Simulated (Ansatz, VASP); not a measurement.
## LiH: VASP beside Ansatz

The input POSCAR:

```
LiH
1.0
    2.8361024590      0.0000000000      0.0000000000
   -1.4180512295      2.4561367772      0.0000000000
    0.0000000000      0.0000000000      4.9685332138
Li H
2 2
Direct
    0.0000000000      0.0000000000      0.0000000000
    0.0000000000      0.0000000000      0.5000000000
    0.3333333333      0.6666666667      0.2500000000
    0.6666666667      0.3333333333      0.7500000000
```

INCAR.step1

```
PREC = Accurate
ENCUT = 520
ISMEAR = 0
SIGMA = 0.01
LREAL = False
LASPH = True
NELM = 60
NBANDS = 12
GGA = PE
ALGO = Normal
EDIFF = 1E-4
LWAVE = True
LCHARG = False
```

INCAR.step2

```
PREC = Accurate
ENCUT = 520
EDIFF = 1E-6
ISMEAR = 0
SIGMA = 0.01
LREAL = False
LASPH = True
NELM = 60
ALGO = Normal
ISIF = 2
LWAVE = False
LCHARG = False
METAGGA = R2SCAN
LMIXTAU = True
NBANDS = 12
ISTART = 1
```

KPOINTS

```
regular mesh
0
Gamma
  9 9 4
```

Input for Ansatz:

```yaml
crystal:
  lattice:
    - [2.836102459, 0.0, 0.0]
    - [-1.4180512295, 2.4561367772, 0.0]
    - [0.0, 0.0, 4.9685332138]
  atoms:
    - { symbol: Li, position: [0.0, 0.0, 0.0] }
    - { symbol: Li, position: [0.0, 0.0, 0.5] }
    - { symbol: H, position: [0.3333333333, 0.6666666667, 0.25] }
    - { symbol: H, position: [0.6666666667, 0.3333333333, 0.75] }
kpoints:
  mp_grid: { grid: [9, 9, 4] }
hamiltonian:
  xc: r2scan
scf:
  occupations: { method: fixed }
  n_extra_bands: 5
output:
  forces: true
  stress: true
  eigenvalues: true
```

Alike in both runs: task single point; functional r2SCAN; k mesh 9 × 9 × 4; no spin polarisation.

```csv
,VASP,Ansatz
version,VASP 6.6.1,Ansatz 0.2.0
potentials or method,"VASP PAW PBE potentials, release 64 (Li_sv, H)","plane waves, PAW"
plane-wave cutoff (eV),520,500
occupations,"gaussian, width 0.01 eV",fixed
valence electrons in the cell,8,8
```

|  | VASP | Ansatz | Ansatz less VASP |
| --- | --- | --- | --- |
| gap on the k mesh at the Fermi level (eV) | 5.05 | 5.03 | -0.020 |

VASP's potentials were made for PBE, not for r2SCAN.

Noted on VASP's run: the cutoff is short for stress, so the pressure is rough.
